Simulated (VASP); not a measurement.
A run of VASP 6.6.1:

The input INCAR:

```
SYSTEM = I
ALGO = Normal ; EDIFF = 1E-6
ENCUT = 520 ; ISIF = 2
ISMEAR = -1 ; LASPH = .TRUE.
LCHARG = .FALSE. ; LREAL = .FALSE.
LWAVE = .FALSE. ; NBANDS = 14
NELM = 60 ; PREC = Accurate
SIGMA = 0.08
```

File KPOINTS:

```
k-points
0
G
  12 12 7
  0 0 0
```

The input POSCAR:

```
I
1.0
    3.4448505406      0.0000000000      0.0000000000
   -1.7224252703      2.9833280804      0.0000000000
    0.0000000000      0.0000000000      4.9343134489
I
2
Direct
    0.3333333333      0.6666666667      0.2500000000
    0.6666666667      0.3333333333      0.7500000000
```

Potentials or basis: VASP PAW LDA potentials, release 64 (I).

Command:

```sh
$ cat potpaw_LDA.64/I/POTCAR > POTCAR
$ mpirun -np 1 vasp_std > vasp.out
```

Hardware: 1 thread of Intel(R) Xeon(R) 6975P-C (Granite Rapids), on a shared host.

Task: Estimate the wall time of this run.

Result: Run time: 17 s on 1 thread of Intel(R) Xeon(R) 6975P-C (Granite Rapids) (shared host), peak memory 0.18 GiB. Counts: scf iterations 10, k points 76.
